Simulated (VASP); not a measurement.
The system is Te.

```
Te
1.0
     3.26877    0.00000    0.00000
     0.00000    3.26877    0.00000
     0.00000    0.00000    3.26877
Te
1
Cartesian
  0.0000 0.0000 0.0000
```

* Program: VASP 6.6.1
* Task: relaxation of cell and atoms
* Functional: r2SCAN
* Potentials or basis: VASP PAW PBE potentials, release 64 (Te)
* Cutoff: 600 eV
* k mesh: 18 × 18 × 18
* Occupations: gaussian, width 0.1 eV
* Spin: no spin polarisation

At the start: pressure -3.4 GPa; volume 34.93 Å³/atom.

Problem. How do energy, volume and symmetry change on relaxing?

Solution. Over 3 steps the energy falls by 29.2 meV/atom and the volume is 32.39 Å³/atom (-7.3 %); space group Pm-3m (No. 221, to 0.05 Å).

Step by step:
```tsv
step	energy change (eV)	largest force (eV/Å)	pressure (GPa)	volume (Å³)
1	0.0000	0.0000	-3.42	34.93
2	-0.0225	0.0000	2.03	31.29
3	-0.0292	0.0000	0.00	32.39
```

Final structure:
```xyz
1
Lattice="3.1876 0.0000 0.0000 0.0000 3.1876 0.0000 0.0000 0.0000 3.1876" Properties=species:S:1:pos:R:3 pbc="T T T"
Te    0.0000    0.0000    0.0000
```

Caveat: the PAW data sets were made with another functional, which shifts forces and pressure a little.
